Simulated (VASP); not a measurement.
Write the native input for VASP 6.6.1 that does the following.

- Task: single point
- Functional: PBE
- Potentials or basis: VASP PAW PBE potentials, release 64 (Al)
- Cutoff: 520 eV
- k mesh: 12 × 12 × 2
- Occupations: gaussian, width 0.2 eV
- Spin: no spin polarisation
- Dipole correction: no
- Further INCAR settings: ALGO = Fast; EDIFF = 1e-06; NBANDS = 22

The structure of Al lies in POSCAR:

```
Al
1.0
    2.8546073076      0.0000000000      0.0000000000
   -1.4273036538      2.4721624462      0.0000000000
    0.0000000000      0.0000000000     18.7705581333
Al
8
Direct
    0.0000000000      0.0000000000      0.2500000000
    0.0000000000      1.0000000000      0.7500000000
    0.6666666667      0.3333333333      0.3750000000
    0.6666666667      0.3333333333      0.8750000000
    0.0000000000      0.0000000000      0.0000000000
    0.0000000000      0.0000000000      0.5000000000
    0.3333333333      0.6666666667      0.1250000000
    0.3333333333      0.6666666667      0.6250000000
```

These files were run (other wordings do the same):

INCAR

```
SYSTEM = Al
  ALGO = Fast
  EDIFF = 1E-6
  ENCUT = 520
  GGA = PE
  ISIF = 2
  ISMEAR = 0
  LASPH = .True.
  LCHARG = .False.
  LREAL = .False.
  LWAVE = .False.
  NBANDS = 22
  NELM = 80
  PREC = Accurate
  SIGMA = 0.2
```

KPOINTS

```
k-points
0
Gamma
  12 12 2
  0 0 0
```

Potentials or basis: VASP PAW PBE potentials, release 64 (Al).

Run with:

```console
$ cat potpaw_PBE.64/Al/POTCAR > POTCAR
$ mpirun -np 1 vasp_std > vasp.out
```

Results of the run:

```yaml
Pressure: 0.0 GPa
Band_gap_on_the_k_mesh: zero (band 12 reaches 11.70 eV, above the bottom of band 13 at 6.65 eV)
```

Run time: 2.2 min on 1 thread of Intel(R) Xeon(R) Platinum 8259CL CPU @ 2.50GHz (Skylake/Cascade Lake) (shared host), peak memory 0.28 GiB.
